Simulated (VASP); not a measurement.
# MoP (P-6m2) in VASP: relaxation of shape and atoms at fixed volume with r2SCAN

Aim: the relaxation of shape and atoms at fixed volume of MoP with r2SCAN.

Program: VASP 6.6.1. These are calculated values, not measurements. Logs are shortened: lines on timing, memory, paths and dates and some standing lists are left out, and cuts for length are marked.

### 1 The cell of the first run

It takes space group P-6m2 (No. 187, hexagonal). Conventional cell: a = 3.305 Å, b = 3.305 Å, c = 3.232 Å, α = 90.00°, β = 90.00°, γ = 120.00°. Mo (site symmetry -6m2) has 6 P at 2.50 Å and 8 Mo at 3.23 to 3.30 Å within 3.4 Å. P (site symmetry -6m2) has 6 Mo at 2.50 Å and 8 P at 3.23 to 3.30 Å within 3.4 Å.

### 2 Relaxation of shape and atoms at fixed volume, r2SCAN (15.28 Å³/atom)

POSCAR

```
MoP
1.0
    3.3045690895      0.0000000000      0.0000000000
   -1.6522845447      2.8618407801      0.0000000000
    0.0000000000      0.0000000000      3.2319033587
Mo P
1 1
Direct
    0.0000000000      0.0000000000      0.0000000000
    0.3333333333      0.6666666667      0.5000000000
```

INCAR.step1

```
  ALGO = Normal
  EDIFF = 1E-5
  EDIFFG = -0.005
  ENCUT = 550
  GGA = PE
  GGA_COMPAT = False
  IBRION = 2
  ISIF = 3
  ISMEAR = 0
  LASPH = True
  LCHARG = False
  LREAL = False
  LWAVE = True
  NELM = 120
  NELMIN = 4
  NSW = 100
  PREC = Accurate
  SIGMA = 0.1
```

INCAR.step2

```
  ALGO = Normal
  EDIFF = 1E-7
  EDIFFG = -0.01
  ENCUT = 550
  GGA_COMPAT = False
  IBRION = 2
  ISIF = 4
  ISMEAR = 0
  ISTART = 1
  LASPH = True
  LCHARG = False
  LMIXTAU = True
  LREAL = False
  LWAVE = False
  METAGGA = R2SCAN
  NELM = 120
  NELMIN = 4
  NSW = 50
  PREC = Accurate
  SIGMA = 0.1
```

KPOINTS

```
k-points
0
Gamma
  18 18 14
```

Potentials or basis: VASP PAW PBE potentials, release 64 (Mo_sv, P).

Command:

```
cat potpaw_PBE.64/Mo_sv/POTCAR potpaw_PBE.64/P/POTCAR > POTCAR
cp INCAR.step1 INCAR
mpirun -np 1 vasp_std > vasp.out
cp INCAR.step2 INCAR
mpirun -np 1 vasp_std > vasp.out
```

OUTCAR:

```text
EDIFF = 1E-7
   EDIFFG = -0.01
   ENCUT = 550
   IBRION = 2
   ISIF = 4
   ISMEAR = 0
   ISTART = 1
   LASPH = True
   LREAL = False
   METAGGA = R2SCAN
   NELM = 120
   NELMIN = 4
   NSW = 50
   PREC = Accurate

 ion  position               nearest neighbor table
   1  0.000  0.000  0.000-   2 2.50   2 2.50   2 2.50   2 2.50   2 2.50   2 2.50
   2  0.333  0.667  0.500-   1 2.50   1 2.50   1 2.50   1 2.50   1 2.50   1 2.50

  LATTYP: Found a hexagonal cell.
 ALAT       =     3.3045690895
 C/A-ratio  =     0.9780105276

  Lattice vectors:

 A1 = (   3.3045690895,   0.0000000000,   0.0000000000)
 A2 = (  -1.6522845447,   2.8618407801,   0.0000000000)
 A3 = (   0.0000000000,   0.0000000000,   3.2319033587)

Analysis of symmetry for initial positions (statically):
=====================================================================
 Subroutine PRICEL returns:
 Original cell was already a primitive cell.

 Routine SETGRP: Setting up the symmetry group for a
 hexagonal supercell.

 Subroutine GETGRP returns: Found 12 space group operations
 (whereof 12 operations were pure point group operations)
 out of a pool of 24 trial point group operations.

The static configuration has the point symmetry D_3h.

Analysis of symmetry for dynamics (positions and initial velocities):
=====================================================================
 Subroutine PRICEL returns:
 Original cell was already a primitive cell.

 Routine SETGRP: Setting up the symmetry group for a
 hexagonal supercell.

 Subroutine GETGRP returns: Found 12 space group operations
 (whereof 12 operations were pure point group operations)
 out of a pool of 24 trial point group operations.

The dynamic configuration has the point symmetry D_3h.

 Subroutine INISYM returns: Found 12 space group operations
 (whereof 12 operations are pure point group operations),
 and found     1 'primitive' translations

----------------------------------------------------------------------------------------

                                     Primitive cell

  volume of cell :      30.5646

  direct lattice vectors                    reciprocal lattice vectors
     3.304569090  0.000000000  0.000000000     0.302611316  0.174712725  0.000000000
    -1.652284545  2.861840780  0.000000000     0.000000000  0.349425449  0.000000000
     0.000000000  0.000000000  3.231903359     0.000000000  0.000000000  0.309415193

  length of vectors
     3.304569090  3.304569090  3.231903359     0.349425449  0.349425449  0.309415193

  position of ions in fractional coordinates (direct lattice)
     0.000000000  0.000000000  0.000000000
     0.333333333  0.666666667  0.500000000

  ion indices of the primitive-cell ions
   primitive index   ion index
                 1           1
                 2           2

----------------------------------------------------------------------------------------

 KPOINTS: k-points

Automatic generation of k-mesh.
 Grid dimensions read from file:
 generate k-points for:   18   18   14

 Generating k-lattice:

  Cartesian coordinates                     Fractional coordinates (reciprocal lattice)
     0.016811740  0.009706262  0.000000000     0.055555556 -0.000000000  0.000000000
     0.000000000  0.019412525  0.000000000     0.000000000  0.055555556  0.000000000
     0.000000000  0.000000000  0.022101085     0.000000000  0.000000000  0.071428571

  Length of vectors
     0.019412525  0.019412525  0.022101085

  Shift w.r.t. Gamma in fractional coordinates (k-lattice)
     0.000000000  0.000000000  0.000000000

 Subroutine IBZKPT returns following result:
 ===========================================

 Found    296 irreducible k-points:

 Following reciprocal coordinates:
            Coordinates               Weight
  0.000000  0.000000  0.000000      1.000000
  0.055556 -0.000000  0.000000      6.000000
  0.111111 -0.000000  0.000000      6.000000
  0.166667  0.000000  0.000000      6.000000
  0.222222  0.000000  0.000000      6.000000
  0.277778  0.000000  0.000000      6.000000
[... 16 lines left out ...]
  0.333333  0.111111  0.000000     12.000000
  0.388889  0.111111  0.000000     12.000000
 [... further k-points ...]
   k-points           NKPTS =    296   k-points in BZ     NKDIM =    296   number of bands    NBANDS=     13
   number of dos      NEDOS =    301   number of ions     NIONS =      2
   total plane-waves  NPLWV =  21952
   dimension x,y,z NGX =    28 NGY =   28 NGZ =   28
   dimension x,y,z NGXF=    56 NGYF=   56 NGZF=   56
   ions per type =               1   1
   NGX,Y,Z   is equivalent  to a cutoff of  14.09, 14.09, 14.40 a.u.
   NGXF,Y,Z  is equivalent  to a cutoff of  28.17, 28.17, 28.81 a.u.
 SYSTEM =  unknown system
   PREC   = accura    normal or accurate (medium, high low for compatibility)
   ISTART =      1    job   : 0-new  1-cont  2-samecut
   ICHARG =      0    charge: 1-file 2-atom 10-const
   ISPIN  =      1    spin polarized calculation?
   LNONCOLLINEAR =      F non collinear calculations
   LSORBIT =      F    spin-orbit coupling
   LASPH  =      T    aspherical Exc in radial PAW
   ENCUT  =  550.0 eV  40.42 Ry    6.36 a.u.   6.32  6.32  6.18*2*pi/ulx,y,z
   NELM   =    120;   NELMIN=  4; NELMDL=  0     # of ELM steps
   EDIFF  = 0.1E-06   stopping-criterion for ELM
   LREAL  =      F    real-space projection
   EDIFFG = -.1E-01   stopping-criterion for IOM
   NSW    =     50    number of steps for IOM
   IBRION =      2    ionic relax: 0-MD 1-quasi-New 2-CG
   NFREE  =      1    steps in history (QN), initial steepest desc. (CG)
   ISIF   =      4    stress and relaxation
   ISYM   =      2    0-nonsym 1-usesym 2-fastsym
   POTIM  = 0.5000    time-step for ionic-motion
   TEBEG  =    0.0;   TEEND  =   0.0 temperature during run
   PSTRESS=    0.0 pullay stress
   NELECT =      19.0000    total number of electrons
   NUPDOWN=      -1.0000    fix difference up-down
   EMIN   =  10.00;   EMAX   =-10.00  energy-range for DOS
   EFERMI =   0.00;   METHOD = LEGACY
   ISMEAR =     0;   SIGMA  =   0.10  broadening in eV -4-tet -1-fermi 0-gaus
   EFERMI_NEDOS =   21; number of points for ismear=-14 and -15
   IALGO  =     38    algorithm
   IMIX   =      4    mixing-type and parameters
     AMIX     =   0.40;   BMIX     =  1.00
     AMIX_MAG =   1.60;   BMIX_MAG =  1.00
  volume/ion in A,a.u.               =      15.28       103.13
  Fermi-wavevector in a.u.,A,eV,Ry     =   1.397183  2.640292 26.560191  1.952119
  Thomas-Fermi vector in A             =   2.520464
   LORBIT       =      0    0 simple, 1 ext, 2 COOP (PROOUT), +10 PAW based schemes
   METAGGA = R2SCAN    functional components
   LHFCALC =     F    Hartree Fock is set to
   AEXX    =    0.0000 exact exchange contribution
   IVDW    =     0    specifies the selected vdW correction
   LEPSILON=     F    determine dielectric tensor
   LRPA    =     F    only Hartree local field effects (RPA)
 conjugate gradient relaxation of ions
 non-spin polarized calculation
 Gauss-broadening in eV      SIGMA  =   0.10
  energy-cutoff  :      550.00
  volume of cell :       30.56
 maximum number of plane-waves:       918
 NGX is ok and might be reduce to    28
   NGX = 13   NGY = 13   NGZ = 13

--------------------------------------- Ionic step        1  -------------------------------------------

 number of electron      19.0000002 magnetization

 Free energy of the ion-electron system (eV)
  ---------------------------------------------------
  ext. energy  EPLUGINS =         0.00000000
  ---------------------------------------------------
  free energy    TOTEN  =       -36.40020599 eV

  energy without entropy =      -36.39556138  energy(sigma->0) =      -36.39788369

------------------------ aborting loop because EDIFF is reached ----------------------------------------

  FORCE on cell =-STRESS in cart. coord.  units (eV):
  Direction    XX          YY          ZZ          XY          YZ          ZX
  --------------------------------------------------------------------------------------
  -------------------------------------------------------------------------------------
  Total       -2.1082610     -2.1082610     -2.3830312     -0.0000000      0.0000000      0.0000000
  in kB     -110.5137445   -110.5137445   -124.9170284     -0.0000000      0.0000000      0.0000000
  external PRESSURE =    -115.3148391 kB  Pullay stress =       0.0000000 kB

 VOLUME and BASIS-vectors are now :
 -----------------------------------------------------------------------------
  energy-cutoff  :      550.00
  volume of cell :       30.56
      direct lattice vectors                 reciprocal lattice vectors
     3.304569090  0.000000000  0.000000000     0.302611316  0.174712725  0.000000000
    -1.652284545  2.861840780  0.000000000     0.000000000  0.349425449  0.000000000
     0.000000000  0.000000000  3.231903359     0.000000000  0.000000000  0.309415193
[... 37 lines left out ...]
 POSITION                                       TOTAL-FORCE (eV/Angst)
 -----------------------------------------------------------------------------------
      3.31189     -0.00000      0.00000        -0.000000     -0.000000      0.000000
     -0.00000      1.91212      1.60882         0.000000      0.000000      0.000000
 -----------------------------------------------------------------------------------
    total drift:                                0.000000     -0.000000     -0.000000

  FREE ENERGIE OF THE ION-ELECTRON SYSTEM (eV)
  ---------------------------------------------------
  free  energy   TOTEN  =       -36.4006702292 eV

  energy  without entropy=      -36.3959494456  energy(sigma->0) =      -36.39830984

--------------------------------------- Ionic step        3  -------------------------------------------

 number of electron      19.0000001 magnetization

 Free energy of the ion-electron system (eV)
  ---------------------------------------------------
  ext. energy  EPLUGINS =         0.00000000
  ---------------------------------------------------
  free energy    TOTEN  =       -36.40069790 eV

  energy without entropy =      -36.39599047  energy(sigma->0) =      -36.39834418

 E-fermi :  10.9367     XC(G=0): -13.1540

 val. band max:       10.9355303275   @ k =   0.2222   0.0000   0.0000
 cond. band min:      10.9453511551   @ k =   0.4444   0.0556   0.0714
 fundamental gap:      0.0098208276
 Fermi energy:        10.9367038333

 k-point     1 :       0.0000    0.0000    0.0000
  band No.  band energies     occupation
      1     -52.2291      2.00000
      2     -25.6149      2.00000
      3     -25.4624      2.00000
      4     -25.4624      2.00000
      5      -3.2230      2.00000
      6       7.0917      2.00000
      7       7.5864      2.00000
      8       7.5864      2.00000
      9      10.3024      2.00000
     10      11.2110      0.00010
     11      11.2110      0.00010
     12      15.0112      0.00000
     13      15.0112      0.00000

 k-point     2 :       0.0556   -0.0000    0.0000
  band No.  band energies     occupation
      1     -52.2283      2.00000
      2     -25.6138      2.00000
      3     -25.4710      2.00000
      4     -25.4644      2.00000
      5      -3.1686      2.00000
      6       7.0247      2.00000
      7       7.5709      2.00000
      8       7.6317      2.00000
      9       9.9249      2.00000
     10      11.1901      0.00034
     11      11.6336      0.00000
[... 339 lines left out ...]
 k-point    24 :       0.3889    0.1111    0.0000
  band No.  band energies     occupation
      1     -52.2037      2.00000
      2     -25.7229      2.00000
      3     -25.5778      2.00000
      4     -25.5452      2.00000
      5      -0.7839      2.00000
      6       3.9867      2.00000
      7       7.1965      2.00000
      8       7.2379      2.00000
      9       9.5756      2.00000
     10      10.3266      2.00000
     11      12.2510      0.00000
     12      12.9947      0.00000
     13      16.0656      0.00000

 [... further k-points ...]

------------------------ aborting loop because EDIFF is reached ----------------------------------------

  FORCE on cell =-STRESS in cart. coord.  units (eV):
  Direction    XX          YY          ZZ          XY          YZ          ZX
  --------------------------------------------------------------------------------------
  -------------------------------------------------------------------------------------
  Total       -2.1645178     -2.1645178     -2.1647194     -0.0000000      0.0000000      0.0000000
  in kB     -113.4626906   -113.4626906   -113.4732594     -0.0000000      0.0000000      0.0000000
  external PRESSURE =    -113.4662136 kB  Pullay stress =       0.0000000 kB

 VOLUME and BASIS-vectors are now :
 -----------------------------------------------------------------------------
  energy-cutoff  :      550.00
  volume of cell :       30.56
      direct lattice vectors                 reciprocal lattice vectors
     3.310475076 -0.000000000  0.000000000     0.302071448  0.174401032 -0.000000000
    -1.655237538  2.866955515  0.000000000     0.000000000  0.348802064 -0.000000000
     0.000000000  0.000000000  3.220382020    -0.000000000 -0.000000000  0.310522166

 POSITION                                       TOTAL-FORCE (eV/Angst)
 -----------------------------------------------------------------------------------
     -0.00000      0.00000      3.22038         0.000000     -0.000000      0.000000
     -0.00000      1.91130      1.61019        -0.000000      0.000000      0.000000
 -----------------------------------------------------------------------------------
    total drift:                                0.000000     -0.000000      0.000000

  FREE ENERGIE OF THE ION-ELECTRON SYSTEM (eV)
  ---------------------------------------------------
  free  energy   TOTEN  =       -36.4006979029 eV

  energy  without entropy=      -36.3959904664  energy(sigma->0) =      -36.39834418

 reached required accuracy - stopping structural energy minimisation
```

It took 12 min on 1 thread of Intel Xeon 6975P-C (Granite Rapids), shared host; peak memory 0.27 GiB.

What came out:

* Free energy: -36.4007 eV
* Energy gained by relaxing: 0.2 meV/atom
* Ionic steps: 3
* Pressure after relaxing: -11.3 GPa
* Band gap on the k mesh: zero (an odd number of electrons rules out a gap without spin polarisation)

The path:
| step | energy change (eV) | largest force (eV/Å) | pressure (GPa) | volume (Å³) |
| --- | --- | --- | --- | --- |
| 1 | 0.0000 | 0.0000 | -11.53 | 30.56 |
| 2 | -0.0005 | 0.0000 | -11.30 | 30.56 |
| 3 | -0.0005 | 0.0000 | -11.35 | 30.56 |

Final structure:
```
Mo P
1.0
     3.31048    0.00000    0.00000
    -1.65524    2.86696    0.00000
     0.00000    0.00000    3.22038
Mo P
1 1
Direct
  0.00000 0.00000 0.00000
  0.33333 0.66667 0.50000
```

Levels at points of the mesh, in eV from the Fermi level:
```
           k point  band 6  band 7  band 8  band 9  band 10  band 11  band 12  band 13
(0.00, 0.00, 0.00)   -3.85   -3.35   -3.35   -0.63     0.27     0.27     4.07     4.07
(0.50, 0.00, 0.00)   -7.18   -3.78   -3.44   -1.49    -0.36     1.67     2.23     4.74
(0.00, 0.00, 0.50)   -7.85   -2.83   -2.83   -1.56    -1.56     1.61     2.94     2.94
(0.50, 0.00, 0.50)   -6.15   -5.23   -4.48   -0.99     1.35     2.00     3.49     5.03
```

Caveat: the PAW data sets were made with another functional, which shifts forces and pressure a little; an odd number of electrons without spin polarisation forces a metal; a magnetic or distorted state may lie lower.
